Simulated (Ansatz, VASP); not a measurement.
## Cu2W in VASP and in Ansatz

```
Cu W
1.0
    -3.07011    3.07011    2.42055
     3.07011   -3.07011    2.42055
     3.07011    3.07011   -2.42055
Cu W
4 2
Direct
  0.64185 0.14185 0.78369
  0.14185 0.35815 0.50000
  0.35815 0.85815 0.21631
  0.85815 0.64185 0.50000
  0.25000 0.25000 0.00000
  0.75000 0.75000 0.00000
```

Change from the starting cell: species swapped into the Hf2Ni type (I4/mcm, No. 140).

Alike in both runs: functional PBE; k mesh 10 × 10 × 10; occupations gaussian, width 0.1 eV; no spin polarisation.

Ansatz relaxed the structure, and its values are those at the end. VASP's run is a single point on that final structure, the one shown.

|  | VASP | Ansatz |
| --- | --- | --- |
| version | VASP 6.6.1 | Ansatz 0.2.0 |
| potentials or method | VASP PAW PBE potentials, release 64 (Cu, W_sv), cutoff 520 eV | scalar-relativistic, plane waves, PAW |
| valence electrons in the cell | 72 | 104 |

|  | VASP | Ansatz | Ansatz less VASP |
| --- | --- | --- | --- |
| gap on the k mesh at the Fermi level (eV) | none | none | - |
| pressure (GPa) | 0.7 | 0.0 | -0.70 |

A gap of «none» marks a metal or a gap that the smearing closes. VASP's potentials hold 72 valence electrons a cell and Ansatz's 104, so a difference there can come from the potentials and not from the codes.

Spin-orbit coupling is off throughout.
